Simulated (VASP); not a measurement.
Set up this calculation in VASP 6.6.1, as the native input.

| Quantity | Value |
| --- | --- |
| Task | relaxation of cell and atoms |
| Functional | PBE |
| Potentials or basis | VASP PAW PBE potentials, release 64 (Ga_d, N) |
| Cutoff | 600 eV |
| k mesh | 4 × 4 × 4 |
| Occupations | gaussian, width 0.1 eV |
| Spin | collinear spin, ferromagnetic start |
| Starting moments | [0.0, 0.0, 0.0, 0.0, 1.0, 1.0] μB |
| Dipole correction | no |
| Further INCAR settings | ALGO = Normal; EDIFF = 1e-06; IBRION = 2; EDIFFG = -0.04; NSW = 90; ISIF = 3 |

The structure of Ga2N lies in POSCAR:

```
Ga2N
1.0
    0.0000000000      3.5638849300      3.5638849300
    3.5638849300      0.0000000000      3.5638849300
    3.5638849300      3.5638849300      0.0000000000
Ga N
4 2
Direct
    0.1250000000      0.1250000000      0.1250000000
    0.6250000000      0.1250000000      0.1250000000
    0.1250000000      0.1250000000      0.6250000000
    0.1250000000      0.6250000000      0.1250000000
    0.5000000000      0.5000000000      0.5000000000
    0.7500000000      0.7500000000      0.7500000000
```

The cell was generated, and may not be a known phase.

One way to write it, as run:

INCAR

```
PREC = Accurate ; ENCUT = 600
EDIFF = 1E-6 ; ISMEAR = 0
SIGMA = 0.1 ; LREAL = F
LASPH = T ; NELM = 150
ALGO = Normal ; ISIF = 3
LWAVE = F ; LCHARG = F
ISPIN = 2 ; MAGMOM = 0 0 0 0 1 1
LORBIT = 11 ; GGA = PE
IBRION = 2 ; NSW = 90
EDIFFG = -0.04
```

KPOINTS

```
Automatic mesh
0
Gamma
  4 4 4
```

Potentials or basis: VASP PAW PBE potentials, release 64 (Ga_d, N).

Run with:

```bash
$ cat potpaw_PBE.64/Ga_d/POTCAR potpaw_PBE.64/N/POTCAR > POTCAR
$ mpirun -np 1 vasp_std > vasp.out
```

Results of the run:

- Relaxed volume: 17.24 Å³/atom
- Relaxed cell: a = 5.269 Å, b = 5.269 Å, c = 5.269 Å, α = 60.00°, β = 60.00°, γ = 60.00°
- Space group after relaxing (to 0.1 Å): Fd-3m (No. 227)
- Energy gained by relaxing: 47.0 meV/atom
- Ionic steps: 4
- Pressure after relaxing: 0.2 GPa
- Net moment: 2.73 μB per cell
- Site moments: Ga -0.04; N +1.10 μB
- Valence electrons inside the program's atomic spheres: Ga 11.57; N 3.32

Caveat: the k points lie up to 0.37 Å⁻¹ apart in the final cell.

It took 8.3 min on 1 thread of Intel Xeon 8259CL, on a shared host, peak memory 0.31 GiB.
